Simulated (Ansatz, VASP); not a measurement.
One calculation of CdF2, two programs

```
CELL_PARAMETERS angstrom
0.00000 2.71184 2.71184
2.71184 0.00000 2.71184
2.71184 2.71184 0.00000
ATOMIC_POSITIONS crystal
Cd 0.00000 0.00000 0.00000
F 0.75000 0.75000 0.75000
F 0.25000 0.25000 0.25000
```

Change from the starting cell: volume scaled by 1.02.

Alike in both runs: task single point; functional LDA; k mesh 9 × 9 × 9; occupations fermi-dirac, width 0.05 eV; no spin polarisation.

```csv
,VASP,Ansatz
version,VASP 6.6.1,Ansatz 0.2.0
potentials or method,"VASP PAW LDA potentials, release 64 (Cd, F), cutoff 520 eV","all-electron LAPW, scalar-relativistic"
```

```csv
,VASP,Ansatz,Ansatz less VASP
gap on the k mesh at the Fermi level (eV),2.76,2.76,-0.001
least direct gap on the mesh (eV),3.23,3.23,-0.007
pressure (GPa),-6.7,-7.5,-0.85
```

LDA's correlation is that of Perdew and Zunger in VASP and of Perdew and Wang (1992) in Ansatz. Ansatz ran all-electron here, and VASP with PAW potentials.
